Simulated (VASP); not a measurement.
Crystal: MgO.

```
Mg O
1.0
     3.18957    0.00000    0.00000
    -1.59479    2.76225    0.00000
     0.00000    0.00000    4.88334
Mg O
2 2
Direct
  0.33333 0.66667 0.98924
  0.66667 0.33333 0.48924
  0.33333 0.66667 0.38576
  0.66667 0.33333 0.88576
```

This cell differs from its parent crystal: strain -3.0%.

Base run:

| Item | Value |
| --- | --- |
| Program | VASP 6.6.1 |
| Functional | r2SCAN |
| Potentials or basis | VASP PAW PBE potentials, release 64 (Mg, O) |
| Cutoff | 520 eV |
| k mesh | 12 × 12 × 6 |
| Occupations | gaussian, width 0.01 eV |
| Spin | no spin polarisation |

Its results: band gap on the k mesh 4.75 eV, direct; pressure 13.5 GPa; largest force 0.004 eV/Å.

Task: The run is repeated on the same cell with these changes: functional from r2SCAN to PBE; occupations from gaussian, width 0.01 eV to fermi-dirac, width 0.02 eV. What comes out?

Result: Band gap on the k mesh 4.05 eV, direct; pressure 17.9 GPa; largest force 0.015 eV/Å.

Caveats: the PAW data sets were made with another functional, which shifts forces and pressure a little (some runs).

A k mesh can miss the band edges.
